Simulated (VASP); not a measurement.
# CaSiH6 (P4/mmm) in VASP: notebook

CaSiH6 is run at these levels: PBEsol, r2SCAN+rVV10; tasks: single point.

Everything below comes from runs of VASP 6.6.1. Logs are shortened: lines on timing, memory, paths and dates and some standing lists are left out, and cuts for length are marked.

## (1) The cell of the first run

The structure is tetragonal, space group P4/mmm (No. 123). Conventional cell: a = 3.237 Å, b = 3.237 Å, c = 5.310 Å, α = 90.00°, β = 90.00°, γ = 90.00°. Within 3.0 Å of Ca (site symmetry 4/mmm) lie 14 H at 2.29 to 2.65 Å. H (site symmetry 4/mmm) has 8 H at 1.89 Å and 4 Si at 2.29 Å within 2.5 Å. Within 3.0 Å of H (site symmetry 4/mmm) lie 4 Ca at 2.29 Å and 8 H at 2.33 Å and 2 Si at 2.65 Å. Within 2.5 Å of H (site symmetry 2mm) lie 9 H at 1.89 to 2.33 Å and 2 Si at 1.89 Å and 2 Ca at 2.33 Å. Si (site symmetry 4/mmm) has 12 H at 1.89 to 2.29 Å within 2.5 Å.

## (2) Single point, PBEsol

File INCAR:

```
PREC = Accurate
ENCUT = 520
EDIFF = 1E-6
ISMEAR = -1
SIGMA = 0.03
LREAL = F
LASPH = T
NELM = 80
ALGO = Normal
ISIF = 2
LWAVE = F
LCHARG = F
GGA = PS
NBANDS = 20
```

File KPOINTS:

```
regular mesh
0
Gamma
  6 6 4
```

File POSCAR:

```
CaSiH6
1.0
    3.2367129449      0.0000000000      0.0000000000
    0.0000000000      3.2367129449      0.0000000000
    0.0000000000      0.0000000000      5.3095993348
Ca H Si
1 6 1
Direct
    0.5000000000      0.5000000000      0.5000000000
    0.5000000000      0.5000000000      0.0000000000
    0.0000000000      0.0000000000      0.5000000000
    0.0000000000      0.5000000000      0.1847376629
    0.5000000000      0.0000000000      0.8152623371
    0.5000000000      0.0000000000      0.1847376629
    0.0000000000      0.5000000000      0.8152623371
    0.0000000000      0.0000000000      0.0000000000
```

Potentials or basis: VASP PAW PBE potentials, release 64 (Ca_sv, H, Si).

Started as:

```bash
$ cat potpaw_PBE.64/Ca_sv/POTCAR potpaw_PBE.64/H/POTCAR potpaw_PBE.64/Si/POTCAR > POTCAR
$ mpirun -np 1 vasp_std > vasp.out
```

OUTCAR:

```text
PREC = Accurate
   ENCUT = 520
   EDIFF = 1E-6
   ISMEAR = -1
   LREAL = F
   LASPH = T
   NELM = 80
   ISIF = 2
   GGA = PS

 ion  position               nearest neighbor table
   1  0.500  0.500  0.500-
   2  0.500  0.500  0.000-
   3  0.000  0.000  0.500-
   4  0.000  0.500  0.185-   8 1.89   8 1.89
   5  0.500  0.000  0.815-   8 1.89   8 1.89
   6  0.500  0.000  0.185-   8 1.89   8 1.89
   7  0.000  0.500  0.815-   8 1.89   8 1.89
   8  0.000  0.000  0.000-   4 1.89   5 1.89   6 1.89   7 1.89   4 1.89   7 1.89   5 1.89   6 1.89

  LATTYP: Found a simple tetragonal cell.
 ALAT       =     3.2367129449
 C/A-ratio  =     1.6404294805

  Lattice vectors:

 A1 = (   3.2367129449,   0.0000000000,   0.0000000000)
 A2 = (   0.0000000000,   3.2367129449,   0.0000000000)
 A3 = (   0.0000000000,   0.0000000000,   5.3095993348)

Analysis of symmetry for initial positions (statically):
=====================================================================
 Subroutine PRICEL returns:
 Original cell was already a primitive cell.

 Routine SETGRP: Setting up the symmetry group for a
 simple tetragonal supercell.

 Subroutine GETGRP returns: Found 16 space group operations
 (whereof 16 operations were pure point group operations)
 out of a pool of 16 trial point group operations.

The static configuration has the point symmetry D_4h.

Analysis of symmetry for dynamics (positions and initial velocities):
=====================================================================
 Subroutine PRICEL returns:
 Original cell was already a primitive cell.

 Routine SETGRP: Setting up the symmetry group for a
 simple tetragonal supercell.

 Subroutine GETGRP returns: Found 16 space group operations
 (whereof 16 operations were pure point group operations)
 out of a pool of 16 trial point group operations.

The dynamic configuration has the point symmetry D_4h.

 Subroutine INISYM returns: Found 16 space group operations
 (whereof 16 operations are pure point group operations),
 and found     1 'primitive' translations

----------------------------------------------------------------------------------------

                                     Primitive cell

  volume of cell :      55.6250

  direct lattice vectors                    reciprocal lattice vectors
     3.236712945  0.000000000  0.000000000     0.308955418  0.000000000  0.000000000
     0.000000000  3.236712945  0.000000000     0.000000000  0.308955418  0.000000000
     0.000000000  0.000000000  5.309599335     0.000000000  0.000000000  0.188338128

  length of vectors
     3.236712945  3.236712945  5.309599335     0.308955418  0.308955418  0.188338128

  position of ions in fractional coordinates (direct lattice)
     0.500000000  0.500000000  0.500000000
     0.500000000  0.500000000  0.000000000
     0.000000000  0.000000000  0.500000000
     0.000000000  0.500000000  0.184737663
     0.500000000  0.000000000  0.815262337
     0.500000000  0.000000000  0.184737663
     0.000000000  0.500000000  0.815262337
     0.000000000  0.000000000  0.000000000

  ion indices of the primitive-cell ions
   primitive index   ion index
                 1           1
                 2           2
                 3           3
                 4           4
                 5           5
                 6           6
                 7           7
                 8           8

----------------------------------------------------------------------------------------

 KPOINTS: regular mesh

Automatic generation of k-mesh.
 Grid dimensions read from file:
 generate k-points for:    6    6    4

 Generating k-lattice:

  Cartesian coordinates                     Fractional coordinates (reciprocal lattice)
     0.051492570  0.000000000  0.000000000     0.166666667  0.000000000  0.000000000
     0.000000000  0.051492570  0.000000000     0.000000000  0.166666667  0.000000000
     0.000000000  0.000000000  0.047084532     0.000000000  0.000000000  0.250000000

  Length of vectors
     0.051492570  0.051492570  0.047084532

  Shift w.r.t. Gamma in fractional coordinates (k-lattice)
     0.000000000  0.000000000  0.000000000

 Subroutine IBZKPT returns following result:
 ===========================================

 Found     30 irreducible k-points:

 Following reciprocal coordinates:
            Coordinates               Weight
  0.000000  0.000000  0.000000      1.000000
  0.166667  0.000000  0.000000      4.000000
  0.333333  0.000000  0.000000      4.000000
  0.500000  0.000000  0.000000      2.000000
  0.166667  0.166667  0.000000      4.000000
  0.333333  0.166667  0.000000      8.000000
[... 16 lines left out ...]
  0.333333  0.000000  0.500000      4.000000
  0.500000  0.000000  0.500000      2.000000
 [... further k-points ...]
   k-points           NKPTS =     30   k-points in BZ     NKDIM =     30   number of bands    NBANDS=     20
   number of dos      NEDOS =    301   number of ions     NIONS =      8
   total plane-waves  NPLWV =  23040
   dimension x,y,z NGX =    24 NGY =   24 NGZ =   40
   dimension x,y,z NGXF=    48 NGYF=   48 NGZF=   80
   ions per type =               1   6   1
   NGX,Y,Z   is equivalent  to a cutoff of  12.33, 12.33, 12.52 a.u.
   NGXF,Y,Z  is equivalent  to a cutoff of  24.65, 24.65, 25.05 a.u.
 SYSTEM =  unknown system
   PREC   = accura    normal or accurate (medium, high low for compatibility)
   ISTART =      0    job   : 0-new  1-cont  2-samecut
   ICHARG =      2    charge: 1-file 2-atom 10-const
   ISPIN  =      1    spin polarized calculation?
   LNONCOLLINEAR =      F non collinear calculations
   LSORBIT =      F    spin-orbit coupling
   LASPH  =      T    aspherical Exc in radial PAW
   ENCUT  =  520.0 eV  38.22 Ry    6.18 a.u.   6.02  6.02  9.87*2*pi/ulx,y,z
   NELM   =     80;   NELMIN=  2; NELMDL= -5     # of ELM steps
   EDIFF  = 0.1E-05   stopping-criterion for ELM
   LREAL  =      F    real-space projection
   EDIFFG = 0.1E-04   stopping-criterion for IOM
   NSW    =      0    number of steps for IOM
   IBRION =     -1    ionic relax: 0-MD 1-quasi-New 2-CG
   NFREE  =      0    steps in history (QN), initial steepest desc. (CG)
   ISIF   =      2    stress and relaxation
   ISYM   =      2    0-nonsym 1-usesym 2-fastsym
   POTIM  = 0.5000    time-step for ionic-motion
   TEBEG  =    0.0;   TEEND  =   0.0 temperature during run
   PSTRESS=    0.0 pullay stress
   NELECT =      20.0000    total number of electrons
   NUPDOWN=      -1.0000    fix difference up-down
   EMIN   =  10.00;   EMAX   =-10.00  energy-range for DOS
   EFERMI =   0.00;   METHOD = LEGACY
   ISMEAR =    -1;   SIGMA  =   0.03  broadening in eV -4-tet -1-fermi 0-gaus
   EFERMI_NEDOS =   21; number of points for ismear=-14 and -15
   IALGO  =     38    algorithm
   IMIX   =      4    mixing-type and parameters
     AMIX     =   0.40;   BMIX     =  1.00
     AMIX_MAG =   1.60;   BMIX_MAG =  1.00
  volume/ion in A,a.u.               =       6.95        46.92
  Fermi-wavevector in a.u.,A,eV,Ry     =   1.164112  2.199853 18.438029  1.355157
  Thomas-Fermi vector in A             =   2.300654
   LORBIT       =      0    0 simple, 1 ext, 2 COOP (PROOUT), +10 PAW based schemes
   GGA     = PS    functional components
   LHFCALC =     F    Hartree Fock is set to
   AEXX    =    0.0000 exact exchange contribution
   IVDW    =     0    specifies the selected vdW correction
   LEPSILON=     F    determine dielectric tensor
   LRPA    =     F    only Hartree local field effects (RPA)
 non-spin polarized calculation
  energy-cutoff  :      520.00
  volume of cell :       55.63
 maximum number of plane-waves:      1528
   NGX = 13   NGY = 13   NGZ = 19

 number of electron      19.9999992 magnetization

 Free energy of the ion-electron system (eV)
  ---------------------------------------------------
  ext. energy  EPLUGINS =         0.00000000
  ---------------------------------------------------
  free energy    TOTEN  =       -25.81749092 eV

  energy without entropy =      -25.81644818  energy(sigma->0) =      -25.81696955

 E-fermi :   4.4290     XC(G=0): -10.6339

 val. band max:        4.2733978932   @ k =   0.0000   0.0000   0.5000
 cond. band min:       4.4631060226   @ k =   0.1667   0.0000   0.5000
 fundamental gap:      0.1897081294
 Fermi energy:         4.4290233836

 k-point     1 :       0.0000    0.0000    0.0000
  band No.  band energies     occupation
      1     -35.0538      2.00000
      2     -16.3125      2.00000
      3     -15.9646      2.00000
      4     -15.9646      2.00000
      5      -8.3799      2.00000
      6      -2.0506      2.00000
[... 12 lines left out ...]
     19      13.8130      0.00000
     20      16.0200      0.00000

 k-point     2 :       0.1667    0.0000    0.0000
  band No.  band energies     occupation
      1     -35.0396      2.00000
      2     -16.2892      2.00000
      3     -16.1138      2.00000
      4     -15.9522      2.00000
      5      -7.9875      2.00000
      6      -1.8024      2.00000
[... 12 lines left out ...]
     19      12.2846      0.00000
     20      15.3785      0.00000

 k-point     3 :       0.3333    0.0000    0.0000
  band No.  band energies     occupation
      1     -35.0110      2.00000
      2     -16.3988      2.00000
      3     -16.2421      2.00000
      4     -15.9271      2.00000
      5      -6.8409      2.00000
      6      -2.4568      2.00000
[... 12 lines left out ...]
     19      12.7883      0.00000
     20      13.6253      0.00000

 k-point     4 :       0.5000    0.0000    0.0000
  band No.  band energies     occupation
      1     -34.9966      2.00000
      2     -16.5352      2.00000
      3     -16.2183      2.00000
      4     -15.9145      2.00000
      5      -5.2425      2.00000
      6      -4.6752      2.00000
[... 429 lines left out ...]
 k-point    23 :       0.3333    0.0000    0.5000
  band No.  band energies     occupation
      1     -35.0109      2.00000
      2     -16.3951      2.00000
      3     -16.2599      2.00000
      4     -15.9269      2.00000
      5      -6.6341      2.00000
      6      -2.3650      2.00000
[... 12 lines left out ...]
     19      12.1190      0.00000
     20      14.5158      0.00000

 k-point    24 :       0.5000    0.0000    0.5000
  band No.  band energies     occupation
      1     -34.9965      2.00000
      2     -16.5309      2.00000
      3     -16.2321      2.00000
      4     -15.9143      2.00000
      5      -5.3084      2.00000
      6      -4.3561      2.00000
[... 12 lines left out ...]
     19      12.6320      0.00000
     20      13.8314      0.00000

 [... further k-points ...]
[... 5 lines left out ...]
  --------------------------------------------------------------------------------------
  -------------------------------------------------------------------------------------
  Total        0.0195482      0.0195482      0.0249429      0.0000000     -0.0000000     -0.0000000
  in kB        0.5630502      0.5630502      0.7184340      0.0000000     -0.0000000     -0.0000000
  external PRESSURE =       0.6148448 kB  Pullay stress =       0.0000000 kB

 VOLUME and BASIS-vectors are now :
 -----------------------------------------------------------------------------
  energy-cutoff  :      520.00
  volume of cell :       55.63
      direct lattice vectors                 reciprocal lattice vectors
     3.236712945  0.000000000  0.000000000     0.308955418  0.000000000  0.000000000
     0.000000000  3.236712945  0.000000000     0.000000000  0.308955418  0.000000000
     0.000000000  0.000000000  5.309599335     0.000000000  0.000000000  0.188338128

 POSITION                                       TOTAL-FORCE (eV/Angst)
 -----------------------------------------------------------------------------------
      1.61836      1.61836      2.65480         0.000000     -0.000000      0.000000
      1.61836      1.61836      0.00000         0.000000     -0.000000      0.000000
      0.00000      0.00000      2.65480         0.000000     -0.000000      0.000000
      0.00000      1.61836      0.98088        -0.000000     -0.000000     -0.003564
      1.61836      0.00000      4.32872         0.000000     -0.000000      0.003564
      1.61836      0.00000      0.98088        -0.000000     -0.000000     -0.003564
      0.00000      1.61836      4.32872         0.000000      0.000000      0.003564
      0.00000      0.00000      0.00000         0.000000     -0.000000      0.000000
 -----------------------------------------------------------------------------------
    total drift:                                0.000000      0.000000     -0.000000

  FREE ENERGIE OF THE ION-ELECTRON SYSTEM (eV)
  ---------------------------------------------------
  free  energy   TOTEN  =       -25.8174909165 eV

  energy  without entropy=      -25.8164481779  energy(sigma->0) =      -25.81696955
```

It took 46 s on 1 thread of Oxide Virtual Turin-like, shared host; peak memory 0.14 GiB.

Results:

- Free energy: -25.8175 eV
- Pressure: 0.1 GPa
- Largest force: 0.004 eV/Å
- Band gap on the k mesh: zero (bands 10 and 11 overlap by 4.24 eV)

Forces on the atoms (eV/Å):
```
Ca   0.000  0.000  0.000
H    0.000  0.000  0.000
H    0.000  0.000  0.000
H    0.000  0.000 -0.004
H    0.000  0.000  0.004
H    0.000  0.000 -0.004
H    0.000  0.000  0.004
Si   0.000  0.000  0.000
```

Caveat: the PAW data sets were made with another functional, which shifts forces and pressure a little.

## (3) Single point, r2SCAN+rVV10

This run uses another cell than the first one, of 7.07 Å³/atom.

File POSCAR:

```
CaSiH6
1.0
    3.2247744013      0.0000000000      0.0000000000
    0.0000000000      3.2247744013      0.0000000000
    0.0000000000      0.0000000000      5.4358346077
Ca H Si
1 6 1
Direct
    0.5000000000      0.5000000000      0.5000000000
    0.5000000000      0.5000000000      0.0000000000
    0.0000000000      0.0000000000      0.5000000000
    0.0000000000      0.5000000000      0.1790870729
    0.5000000000      0.0000000000      0.8209129271
    0.5000000000      0.0000000000      0.1790870729
    0.0000000000      0.5000000000      0.8209129271
    0.0000000000      0.0000000000      0.0000000000
```

File INCAR.step1:

```
SYSTEM = CaSiH6
PREC = Accurate
ENCUT = 520
ISMEAR = -1
SIGMA = 0.03
LREAL = .FALSE.
LASPH = .TRUE.
NELM = 60
NBANDS = 20
GGA = PE
ALGO = Normal
EDIFF = 1E-4
LWAVE = .TRUE.
LCHARG = .FALSE.
```

File INCAR.step2:

```
SYSTEM = CaSiH6
PREC = Accurate
ENCUT = 520
EDIFF = 1E-6
ISMEAR = -1
SIGMA = 0.03
LREAL = .FALSE.
LASPH = .TRUE.
NELM = 60
ALGO = Normal
ISIF = 2
LWAVE = .FALSE.
LCHARG = .FALSE.
METAGGA = R2SCAN
LMIXTAU = .TRUE.
LUSE_VDW = .TRUE.
IVDW_NL = 2
BPARAM = 11.95
CPARAM = 0.0093
NBANDS = 20
ISTART = 1
```

File KPOINTS:

```
Automatic mesh
0
G
  8 8 4
  0 0 0
```

Potentials or basis: VASP PAW PBE potentials, release 64 (Ca_sv, H, Si).

Started as:

```bash
$ cat potpaw_PBE.64/Ca_sv/POTCAR potpaw_PBE.64/H/POTCAR potpaw_PBE.64/Si/POTCAR > POTCAR
$ cp INCAR.step1 INCAR
$ mpirun -np 1 vasp_std > vasp.out
$ cp INCAR.step2 INCAR
$ mpirun -np 1 vasp_std > vasp.out
```

OUTCAR:

```text
SYSTEM = CaSiH6
   PREC = Accurate
   ENCUT = 520
   EDIFF = 1E-6
   ISMEAR = -1
   LREAL = .FALSE.
   LASPH = .TRUE.
   NELM = 60
   ISIF = 2
   METAGGA = R2SCAN
   IVDW_NL = 2
   BPARAM = 11.95
   ISTART = 1

 ion  position               nearest neighbor table
   1  0.500  0.500  0.500-
   2  0.500  0.500  0.000-
   3  0.000  0.000  0.500-
   4  0.000  0.500  0.179-   8 1.88   8 1.88
   5  0.500  0.000  0.821-   8 1.88   8 1.88
   6  0.500  0.000  0.179-   8 1.88   8 1.88
   7  0.000  0.500  0.821-   8 1.88   8 1.88
   8  0.000  0.000  0.000-   4 1.88   5 1.88   6 1.88   7 1.88   4 1.88   7 1.88   5 1.88   6 1.88

  LATTYP: Found a simple tetragonal cell.
 ALAT       =     3.2247744013
 C/A-ratio  =     1.6856480272

  Lattice vectors:

 A1 = (   3.2247744013,   0.0000000000,   0.0000000000)
 A2 = (   0.0000000000,   3.2247744013,   0.0000000000)
 A3 = (   0.0000000000,   0.0000000000,   5.4358346077)

Analysis of symmetry for initial positions (statically):
=====================================================================
 Subroutine PRICEL returns:
[... 184 lines left out ...]

 E-fermi :   4.4513     XC(G=0): -10.9869

 val. band max:        4.4186287142   @ k =   0.1250   0.0000   0.2500
 cond. band min:       4.4563859450   @ k =   0.1250   0.0000   0.5000
 fundamental gap:      0.0377572309
 Fermi energy:         4.4512812503

 k-point     1 :       0.0000    0.0000    0.0000
  band No.  band energies     occupation
      1     -37.2851      2.00000
      2     -17.5465      2.00000
      3     -17.2275      2.00000
      4     -17.2275      2.00000
      5      -9.1577      2.00000
      6      -2.6442      2.00000
[... 541 lines left out ...]
     19      13.1353      0.00000
     20      15.1200      0.00000

 [... further k-points ...]
[... 5 lines left out ...]
  --------------------------------------------------------------------------------------
  -------------------------------------------------------------------------------------
  Total        0.0609003      0.0609003      0.0458549      0.0000000     -0.0000000      0.0000000
  in kB        1.7260975      1.7260975      1.2996662      0.0000000     -0.0000000      0.0000000
  external PRESSURE =       1.5839537 kB  Pullay stress =       0.0000000 kB

 VOLUME and BASIS-vectors are now :
 -----------------------------------------------------------------------------
  energy-cutoff  :      520.00
  volume of cell :       56.53
      direct lattice vectors                 reciprocal lattice vectors
     3.224774401  0.000000000  0.000000000     0.310099212  0.000000000  0.000000000
     0.000000000  3.224774401  0.000000000     0.000000000  0.310099212  0.000000000
     0.000000000  0.000000000  5.435834608     0.000000000  0.000000000  0.183964390

 POSITION                                       TOTAL-FORCE (eV/Angst)
 -----------------------------------------------------------------------------------
      1.61239      1.61239      2.71792         0.000000     -0.000000     -0.000000
      1.61239      1.61239      0.00000         0.000000     -0.000000     -0.000000
      0.00000      0.00000      2.71792         0.000000     -0.000000     -0.000000
      0.00000      1.61239      0.97349        -0.000000      0.000000     -0.006860
      1.61239      0.00000      4.46235        -0.000000     -0.000000      0.006860
      1.61239      0.00000      0.97349         0.000000     -0.000000     -0.006860
      0.00000      1.61239      4.46235         0.000000     -0.000000      0.006860
      0.00000      0.00000      0.00000         0.000000     -0.000000     -0.000000
 -----------------------------------------------------------------------------------
    total drift:                                0.000000      0.000000     -0.000000

  FREE ENERGIE OF THE ION-ELECTRON SYSTEM (eV)
  ---------------------------------------------------
  free  energy   TOTEN  =       -33.3152023699 eV

  energy  without entropy=      -33.3128861882  energy(sigma->0) =      -33.31404428
```

Run time: 5.4 min. Hardware: 1 thread of Oxide Virtual Turin-like, shared host; peak memory 0.27 GiB.

Results:

* Free energy: -33.3152 eV
* Pressure: 0.2 GPa
* Largest force: 0.007 eV/Å
* Band gap on the k mesh: zero (bands 10 and 11 overlap by 4.51 eV)

Forces on the atoms (eV/Å):
```
Ca   0.000  0.000  0.000
H    0.000  0.000  0.000
H    0.000  0.000  0.000
H    0.000  0.000 -0.007
H    0.000  0.000  0.007
H    0.000  0.000 -0.007
H    0.000  0.000  0.007
Si   0.000  0.000  0.000
```

Caveat: the PAW data sets were made with another functional, which shifts forces and pressure a little.

The gap in the log of VASP goes by the Fermi energy; the results here count the filled bands.